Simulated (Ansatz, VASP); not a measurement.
Two plane-wave programs on Ir

```
Ir
1.0
     2.53127    0.00000    0.00000
    -1.26563    2.19214    0.00000
     0.00000    0.00000    4.46229
Ir
2
Direct
  0.66667 0.33333 0.75000
  0.33333 0.66667 0.25000
```

Change from the starting cell: strain -0.080 along x and y, +0.000 along z, atoms carried along.

Alike in both runs: task single point; functional r2SCAN; k mesh 18 × 18 × 12; occupations gaussian, width 0.15 eV; no spin polarisation.

|  | VASP | Ansatz |
| --- | --- | --- |
| version | VASP 6.6.1 | Ansatz 0.2.0 |
| potentials or method | VASP PAW PBE potentials, release 64 (Ir), cutoff 520 eV | scalar-relativistic, plane waves, PAW |
| valence electrons in the cell | 18 | 34 |

```tsv
	VASP	Ansatz	Ansatz less VASP
gap on the k mesh at the Fermi level (eV)	none	none	-
pressure (GPa)	84.9	79.5	-5.38
traceless stress, the component that is largest in VASP (GPa)	-39.39	-38.79	+0.601
```

VASP's potentials were made for PBE, not for r2SCAN. A gap of «none» marks a metal or a gap that the smearing closes. Both programs put the cell under a high pressure, so it lies far from rest at this level. With one functional, cell and mesh, what is left measures potentials, basis and numerics. VASP's potentials hold 18 valence electrons a cell and Ansatz's 34, so a difference there can come from the potentials and not from the codes.

Spin-orbit coupling is off throughout. Noted on VASP's run: the cell as given lies far from equilibrium.
